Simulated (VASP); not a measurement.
Write the native input for VASP 6.6.1 that does the following.

```
Task                   : single point
Functional             : PBE
Potentials or basis    : VASP PAW PBE potentials, release 64 (Cd, Se)
Cutoff                 : 500 eV
k mesh                 : 3 × 3 × 3
Occupations            : gaussian, width 0.2 eV
Spin                   : no spin polarisation
Dipole correction      : no
Further INCAR settings : ALGO = Normal; EDIFF = 1e-06; NBANDS = 36
```

The structure of Cd2Se5 lies in POSCAR:

```
Cd2Se5
1.0
    3.9971763488      2.3077708424      4.5121830160
   -3.9971763488      2.3077708424      4.5121830160
    0.0000000000     -4.6155416806      4.5121830181
Cd Se
2 5
Direct
    0.5000000000      0.5000000000      0.5000000000
    0.0000000000      0.0000000000      0.0000000000
    0.1703814136      0.8296185864      0.5000000000
    0.5000000000      0.1703814136      0.8296185864
    0.8296185864      0.5000000000      0.1703814136
    0.1849798249      0.1849798249      0.1849798249
    0.8150201751      0.8150201751      0.8150201751
```

The input as run:

INCAR

```
SYSTEM = Cd2Se5
PREC     = Accurate       ! precision mode
ENCUT    = 500            ! plane-wave cutoff, eV
EDIFF    = 1E-6           ! SCF threshold, eV
ISMEAR   = 0              ! smearing method
SIGMA    = 0.2            ! smearing width, eV
LREAL    = .FALSE.        ! projectors in reciprocal space
LASPH    = .TRUE.         ! aspherical terms in the spheres
NELM     = 120            ! most SCF steps
ALGO     = Normal         ! electronic algorithm
ISIF     = 2              ! what is computed and relaxed
LWAVE    = .FALSE.        ! write WAVECAR
LCHARG   = .TRUE.         ! write CHGCAR
GGA      = PE             ! functional
LELF     = .TRUE.         ! ELF
LVHAR    = .TRUE.       
NBANDS   = 36             ! bands
GGA_COMPAT= .FALSE.
```

KPOINTS

```
regular mesh
0
G
  3 3 3
  0 0 0
```

Potentials or basis: VASP PAW PBE potentials, release 64 (Cd, Se).

Run with:

```bash
$ cat potpaw_PBE.64/Cd/POTCAR potpaw_PBE.64/Se/POTCAR > POTCAR
$ mpirun -np 1 vasp_std > vasp.out
```

It gave:

| Item | Value |
| --- | --- |
| Pressure | 0.7 GPa |
| Largest force | 0.102 eV/Å |
| Band gap on the k mesh | zero (filled and empty bands touch) |

Run time: 70 s on 1 thread of Intel Xeon 6975P-C, on a shared host, peak memory 0.32 GiB.
